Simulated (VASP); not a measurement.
## Yb: single point with PBE

The system is Yb.

```
Yb
1.0
     0.00000    2.78304    2.57626
     2.78304    0.00000    2.57626
     2.78304    2.78304    0.00000
Yb
1
Direct
  0.00000 0.00000 0.00000
```

```yaml
Program: VASP 6.6.1
Task: single point
Functional: PBE
Potentials_or_basis: VASP PAW PBE potentials, release 64 (Yb)
Cutoff: 520 eV
k_mesh: 16 × 16 × 16
Occupations: gaussian, width 0.15 eV
Spin: no spin polarisation
Dipole_correction: no
Further_INCAR_settings: ALGO = Fast; EDIFF = 1e-06; NBANDS = 18
```

```yaml
Pressure: -2.1 GPa
Band_gap_on_the_k_mesh: zero (bands 12 and 13 overlap by 0.13 eV)
```

Stress tensor (GPa, compression positive):
```
-2.17  0.00  0.00
 0.00 -2.17  0.00
 0.00  0.00 -1.88
```

Levels at points of the mesh, in eV from the Fermi level:
```tsv
k point	band 10	band 11	band 12	band 13	band 14	band 15
(0.00, 0.00, 0.00)	-0.29	-0.29	-0.29	2.61	2.61	3.11
(0.50, 0.00, 0.00)	-0.31	-0.30	-0.29	0.18	2.23	2.90
(0.50, 0.50, 0.00)	-0.31	-0.31	-0.31	0.09	1.97	6.08
(0.50, 0.00, 0.50)	-0.32	-0.31	-0.31	0.34	1.43	5.77
```

It took 6.4 min on 1 thread of Intel(R) Xeon(R) 6975P-C (Granite Rapids), on a shared host, peak memory 0.39 GiB.

Caveat: spin-orbit coupling is left out, which moves the levels of the heavy elements. Spin polarisation is off, so any magnetic state and its effect on volume and gap are missing.
